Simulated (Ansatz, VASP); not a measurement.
## Two plane-wave programs on GaAs

```
Ga As
1.0
     0.00000    5.65370    5.65370
     5.65370    0.00000    5.65370
     5.65370    5.65370    0.00000
Ga As
8 8
Direct
  0.00000 0.00000 0.00000
  0.00000 0.00000 0.50000
  0.00000 0.50000 0.00000
  0.00000 0.50000 0.50000
  0.50000 0.00000 0.00000
  0.50000 0.00000 0.50000
  0.50000 0.50000 0.00000
  0.50000 0.50000 0.50000
  0.12500 0.12500 0.12500
  0.12500 0.12500 0.62500
  0.12500 0.62500 0.12500
  0.12500 0.62500 0.62500
  0.62500 0.12500 0.12500
  0.62500 0.12500 0.62500
  0.62500 0.62500 0.12500
  0.62500 0.62500 0.62500
```

Alike in both runs: task electric field gradients; functional PBEsol; k mesh 4 × 4 × 4; no spin polarisation.

|  | VASP | Ansatz |
| --- | --- | --- |
| version | VASP 6.6.1 | Ansatz 0.2.0 |
| potentials or method | VASP PAW PBE potentials, release 64 (Ga_d, As), cutoff 520 eV | plane-wave PAW, scalar-relativistic |
| occupations | gaussian, width 0.01 eV | fixed |
| valence electrons in the cell | 144 | 224 |

Ansatz gave:

| Property | Result |
| --- | --- |
| gap on the k mesh at the Fermi level (eV) | 0.44 |

Problem. What did VASP give for the same quantities?

Solution. gap on the k mesh at the Fermi level (eV): 0.46.

VASP's potentials were made for PBE, not for PBEsol, and Ansatz warns of the same on its side. VASP's potentials hold 144 valence electrons a cell and Ansatz's 224, so a difference there can come from the potentials and not from the codes.
